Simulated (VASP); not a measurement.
## B15HN16 (a cell with a defect) (V_B-H): single point with PBE

The system is B15HN16 (a cell with a defect) (V_B-H).

```
B N H
1.0
    -3.62411    3.62411   -3.62411
     3.62411    3.62411    3.62411
     3.62411   -3.62411   -3.62411
B N H
15 16 1
Direct
  0.99830 0.99746 0.99633
  0.00425 0.25150 0.75060
  0.00423 0.50035 0.50162
  0.99833 0.74622 0.24759
  0.25232 0.00337 0.75045
  0.25234 0.50046 0.25355
  0.25196 0.75021 0.00033
  0.50130 0.00341 0.50164
  0.50119 0.25148 0.25349
  0.49995 0.49914 0.99934
  0.49997 0.74922 0.74922
  0.74707 0.99747 0.24760
  0.75104 0.25111 0.00032
  0.75008 0.49911 0.74928
  0.75104 0.75019 0.50123
  0.98523 0.98437 0.23449
  0.00100 0.25062 0.00389
  0.00619 0.50225 0.75239
  0.00101 0.75371 0.50073
  0.25146 0.00018 0.00382
  0.25349 0.25268 0.77747
  0.25351 0.52734 0.50277
  0.25147 0.75376 0.25027
  0.50311 0.00534 0.75238
  0.52823 0.25264 0.50282
  0.50310 0.50225 0.25546
  0.49984 0.74985 0.99997
  0.75460 0.00015 0.50075
  0.75455 0.25061 0.25032
  0.75068 0.49898 0.99997
  0.75067 0.74982 0.74910
  0.14897 0.14813 0.39822
```

| Quantity | Value |
| --- | --- |
| Program | VASP 6.6.1 |
| Task | single point |
| Functional | PBE |
| Potentials or basis | VASP PAW PBE potentials, release 64 (B, N, H) |
| Cutoff | 520 eV |
| k mesh | 2 × 2 × 2, shifted |
| Occupations | fermi-dirac, width 0.01 eV |
| Spin | no spin polarisation |

```
Pressure               : 5.3 GPa
Largest force          : 0.126 eV/Å
Band gap on the k mesh : zero (band 63 reaches 7.32 eV, above the bottom of band 64 at 7.22 eV)
```

Forces in eV/Å, atoms in the order of the input:
```
B    0.054 -0.023 -0.057
B   -0.023  0.044  0.028
B   -0.016 -0.016 -0.041
B    0.056  0.053  0.025
B   -0.016  0.041  0.013
B   -0.027 -0.020 -0.046
B   -0.009  0.040 -0.035
B    0.042 -0.025  0.019
B    0.044 -0.017  0.014
B    0.032  0.019 -0.036
B    0.036  0.029 -0.019
B   -0.023  0.055 -0.056
B    0.041  0.033  0.007
B    0.019  0.035 -0.028
B    0.036 -0.007 -0.038
N   -0.030 -0.031  0.032
N    0.005 -0.008 -0.015
N    0.027 -0.041  0.038
N    0.004  0.018  0.013
N    0.018 -0.016 -0.006
N   -0.087  0.033  0.079
N   -0.080 -0.088 -0.034
N    0.017  0.003  0.007
N   -0.043 -0.039 -0.025
N    0.034 -0.080  0.092
N   -0.038  0.026  0.044
N   -0.004 -0.057  0.059
N   -0.009  0.017 -0.004
N   -0.018  0.009 -0.016
N   -0.056 -0.057  0.002
N   -0.057 -0.002  0.057
H    0.072  0.072 -0.073
```

Stress tensor (GPa, compression positive):
```
 5.30  1.18 -1.17
 1.18  5.29 -1.18
-1.17 -1.18  5.30
```

Levels at points of the mesh, in eV from the Fermi level:
```csv
k point,band 59,band 60,band 61,band 62,band 63,band 64,band 65,band 66,band 67,band 68
"(0.25, 0.25, 0.25)",-1.46,-1.46,-1.42,-0.94,0.11,0.11,7.18,7.24,7.24,7.27
```

Run time: 3.1 min on 1 thread of Intel(R) Xeon(R) Platinum 8488C (Sapphire Rapids) (shared host), peak memory 0.34 GiB.

Caveat: the k points lie up to 0.61 Å⁻¹ apart.
